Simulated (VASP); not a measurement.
## Pt: relaxation of cell and atoms with RPBE

The system is Pt.

```
CELL_PARAMETERS angstrom
-2.43930 2.43930 1.33186
2.43930 -2.43930 1.33186
2.43930 2.43930 -1.33186
ATOMIC_POSITIONS crystal
Pt 0.00000 0.00000 0.00000
Pt 0.75000 0.25000 0.50000
```

```yaml
Program: VASP 6.6.1
Task: relaxation of cell and atoms
Functional: RPBE
Potentials_or_basis: VASP PAW PBE potentials, release 64 (Pt)
Cutoff: 600 eV
k_mesh: 13 × 13 × 9
Occupations: fermi-dirac, width 0.1 eV
Spin: no spin polarisation
Dipole_correction: no
Further_INCAR_settings: ALGO = Normal; EDIFF = 1e-07; ISYM = 0; IBRION = 2; EDIFFG = -0.01; NSW = 80; ISIF = 3
```

- Relaxed volume: 17.47 Å³/atom
- Relaxed cell: a = 3.831 Å, b = 3.831 Å, c = 3.831 Å, α = 97.25°, β = 97.25°, γ = 138.36°
- Space group after relaxing (to 0.1 Å): I4_1/amd (No. 141)
- Energy gained by relaxing: 112.6 meV/atom
- Ionic steps: 10
- Pressure after relaxing: 0.0 GPa
- Band gap on the k mesh: zero (bands 10 and 11 overlap by 1.43 eV)

Step by step:
| step | energy change (eV) | largest force (eV/Å) | pressure (GPa) | volume (Å³) |
| --- | --- | --- | --- | --- |
| 1 | 0.0000 | 0.0004 | 24.15 | 31.70 |
| 2 | 0.6039 | 0.0005 | -22.56 | 43.96 |
| 3 | -0.2228 | 0.0010 | -1.72 | 35.27 |
| 4 | -0.2244 | 0.0010 | -0.39 | 35.01 |
| 5 | -0.2244 | 0.0010 | -0.02 | 34.94 |
| 6 | -0.2251 | 0.0015 | 0.15 | 34.91 |
| 7 | -0.2252 | 0.0014 | 0.10 | 34.91 |
| 8 | -0.2252 | 0.0014 | 0.11 | 34.91 |
| 9 | -0.2252 | 0.0020 | -0.15 | 34.96 |
| 10 | -0.2252 | 0.0017 | 0.01 | 34.93 |

Final structure:
```
CELL_PARAMETERS angstrom
-2.53197 2.53232 1.36183
2.53232 -2.53197 1.36183
2.53235 2.53235 -1.36119
ATOMIC_POSITIONS crystal
Pt 0.00001 0.99999 0.00000
Pt 0.74999 0.25001 0.50000
```

Levels at points of the mesh, in eV from the Fermi level:
| k point | band 6 | band 7 | band 8 | band 9 | band 10 | band 11 | band 12 | band 13 | band 14 |
| --- | --- | --- | --- | --- | --- | --- | --- | --- | --- |
| (0.00, 0.00, 0.00) | -1.30 | -1.30 | -1.24 | -1.24 | 0.26 | 1.31 | 4.99 | 4.99 | 10.37 |

It took 43 min on 1 thread of Oxide Virtual Turin-like Processor, on a shared host, peak memory 0.47 GiB.

Caveat: the PAW data sets were made with another functional, which shifts forces and pressure a little; spin-orbit coupling is left out, which moves the levels of the heavy elements.
